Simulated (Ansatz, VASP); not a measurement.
## One calculation of AgCl, two programs

```xyz
2
Lattice="0.0000 2.7732 2.7732 2.7732 0.0000 2.7732 2.7732 2.7732 0.0000" Properties=species:S:1:pos:R:3 pbc="T T T"
Ag    0.0000    0.0000    0.0000
Cl    2.7732    2.7732    2.7732
```

Alike in both runs: task single point; functional PBEsol; k mesh 6 × 6 × 6; no spin polarisation.

|  | VASP | Ansatz |
| --- | --- | --- |
| version | VASP 6.6.1 | Ansatz 0.2.0 |
| potentials or method | VASP PAW PBE potentials, release 64 (Ag, Cl) | plane waves |
| plane-wave cutoff (eV) | 520 | 420 |
| occupations | methfessel-paxton of order 1, width 0.001 eV | cold, width 0.001 eV |
| valence electrons in the cell | 18 | 26 |

Ansatz gave:

| Item | Value |
| --- | --- |
| gap on the k mesh at the Fermi level (eV) | 0.73 |
| pressure (GPa) | -2.6 |

Problem. Estimate VASP's values.

Solution. gap on the k mesh at the Fermi level (eV): 0.73; pressure (GPa): -2.7.

VASP's potentials were made for PBE, not for PBEsol. VASP's potentials hold 18 valence electrons a cell and Ansatz's 26, so a difference there can come from the potentials and not from the codes.
